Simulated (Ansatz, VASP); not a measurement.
# TeF in VASP and in Ansatz

Contents of INCAR:

```
PREC = Accurate
ENCUT = 600
EDIFF = 1E-6
ISMEAR = 0
SIGMA = 0.1
LREAL = False
LASPH = True
NELM = 60
ALGO = Normal
ISIF = 3
LWAVE = False
LCHARG = False
GGA = PE
IBRION = 2
NSW = 100
EDIFFG = -0.01
```

File KPOINTS:

```
Automatic mesh
0
Gamma
  12 12 12
```

The input POSCAR:

```
TeF
1.0
    0.0000000000      3.3421990694      3.3421990694
    3.3421990694      0.0000000000      3.3421990694
    3.3421990694      3.3421990694      0.0000000000
Te F
2 2
Direct
    0.2500000000      0.2500000000      0.2500000000
    0.0000000000      0.0000000000      0.0000000000
    0.7500000000      0.7500000000      0.7500000000
    0.5000000000      0.5000000000      0.5000000000
```

Input for Ansatz:

```yaml
crystal:
  lattice:
    - [0.0, 3.3421990694, 3.3421990694]
    - [3.3421990694, 0.0, 3.3421990694]
    - [3.3421990694, 3.3421990694, 0.0]
  atoms:
    - { symbol: Te, position: [0.25, 0.25, 0.25] }
    - { symbol: Te, position: [0.0, 0.0, 0.0] }
    - { symbol: F, position: [0.75, 0.75, 0.75] }
    - { symbol: F, position: [0.5, 0.5, 0.5] }
basis:
  ecutwfc: 420
kpoints:
  mp_grid: { grid: [12, 12, 12] }
hamiltonian:
  xc: pbe
scf:
  occupations: { method: gaussian, width: 0.1 }
output:
  forces: true
  stress: true
  eigenvalues: true
relax:
  adjacent_minimum: "off"
  f_tol: 0.01
  max_steps: 80
  cell: { stress_tol: 0.05 }
```

Change from the starting cell: species swapped into the LiZn type (Fd-3m, No. 227).

Alike in both runs: task relaxation of cell and atoms; functional PBE; k mesh 12 × 12 × 12; occupations gaussian, width 0.1 eV; no spin polarisation.

```csv
,VASP,Ansatz
version,VASP 6.6.1,Ansatz 0.2.0
potentials or method,"VASP PAW PBE potentials, release 64 (Te, F), cutoff 600 eV","scalar-relativistic, plane waves, PAW"
valence electrons in the cell,26,46
```

```csv
,VASP,Ansatz,Ansatz less VASP
"gap on the k mesh at the Fermi level, each at its own relaxed structure (eV)",none,none,-
relaxed volume (Å³/atom),18.57,18.67,+0.097
relaxed cell length with the largest relative difference (Å),4.718,4.727,+0.0082
```

A gap of «none» marks a metal or a gap that the smearing closes. VASP's potentials hold 26 valence electrons a cell and Ansatz's 46, so a difference there can come from the potentials and not from the codes.

Neither program's run includes spin-orbit coupling.
